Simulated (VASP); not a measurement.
Wanted: the native input for a VASP 6.6.1 run.

| Property | Result |
| --- | --- |
| Task | density of states |
| Functional | PBE |
| Potentials or basis | VASP PAW PBE potentials, release 64 (P) |
| Cutoff | 520 eV |
| k mesh | 18 × 18 × 17 |
| Occupations | fermi-dirac, width 0.05 eV |
| Spin | no spin polarisation |
| Dipole correction | no |
| k mesh for the DOS | 27 × 27 × 26 |
| Occupations for the DOS | tetrahedron |
| Further INCAR settings | ALGO = Normal; EDIFF = 1e-07 |

The system is P.

```
P
1.0
     2.40097    0.00000    0.00000
    -1.20049    2.07930    0.00000
     0.00000    0.00000    2.24365
P
1
Direct
  0.00000 0.00000 0.00000
```

This cell differs from its parent crystal: volume scaled by 0.76.

These files were run (other wordings do the same):

POSCAR

```
P
1.0
    2.4009736624      0.0000000000      0.0000000000
   -1.2004868312      2.0793041854      0.0000000000
    0.0000000000      0.0000000000      2.2436475796
P
1
Direct
    0.0000000000      0.0000000000      0.0000000000
```

INCAR.step1

```
SYSTEM = P
ALGO     = Normal         ! electronic algorithm
EDIFF    = 1E-7           ! SCF threshold, eV
ENCUT    = 520            ! plane-wave cutoff, eV
GGA      = PE             ! functional
ISIF     = 2              ! what is computed and relaxed
ISMEAR   = -1             ! smearing method
LASPH    = .True.         ! aspherical terms in the spheres
LCHARG   = .True.         ! write CHGCAR
LREAL    = .False.        ! projectors in reciprocal space
LWAVE    = .False.        ! write WAVECAR
NBANDS   = 8              ! bands
NELM     = 60             ! most SCF steps
PREC     = Accurate       ! precision mode
SIGMA    = 0.05           ! smearing width, eV
```

KPOINTS.step1

```
k-points
0
Gamma
  18 18 17
  0 0 0
```

INCAR.step2

```
SYSTEM = P
ALGO     = Normal         ! electronic algorithm
EDIFF    = 1E-7           ! SCF threshold, eV
ENCUT    = 520            ! plane-wave cutoff, eV
GGA      = PE             ! functional
ICHARG   = 11             ! starting density
ISIF     = 2              ! what is computed and relaxed
ISMEAR   = -5             ! smearing method
LASPH    = .True.         ! aspherical terms in the spheres
LCHARG   = .False.        ! write CHGCAR
LORBIT   = 10             ! projections on sites
LREAL    = .False.        ! projectors in reciprocal space
LWAVE    = .False.        ! write WAVECAR
NEDOS    = 1001           ! points of the DOS
NELM     = 60             ! most SCF steps
PREC     = Accurate       ! precision mode
SIGMA    = 0.05           ! smearing width, eV
```

KPOINTS.step2

```
k-points
0
Gamma
  27 27 26
  0 0 0
```

Potentials or basis: VASP PAW PBE potentials, release 64 (P).

The run is started by

```console
$ cat potpaw_PBE.64/P/POTCAR > POTCAR
$ cp INCAR.step1 INCAR
$ cp KPOINTS.step1 KPOINTS
$ mpirun -np 1 vasp_std > vasp.out
$ cp INCAR.step2 INCAR
$ cp KPOINTS.step2 KPOINTS
$ mpirun -np 1 vasp_std > vasp.out
```

It gave:

```
Valence electrons inside the program's atomic spheres : P 2.47
```

Wall time 54 s on 1 thread of Intel(R) Xeon(R) Platinum 8559C (Emerald Rapids), with other jobs on the host, peak memory 0.19 GiB.
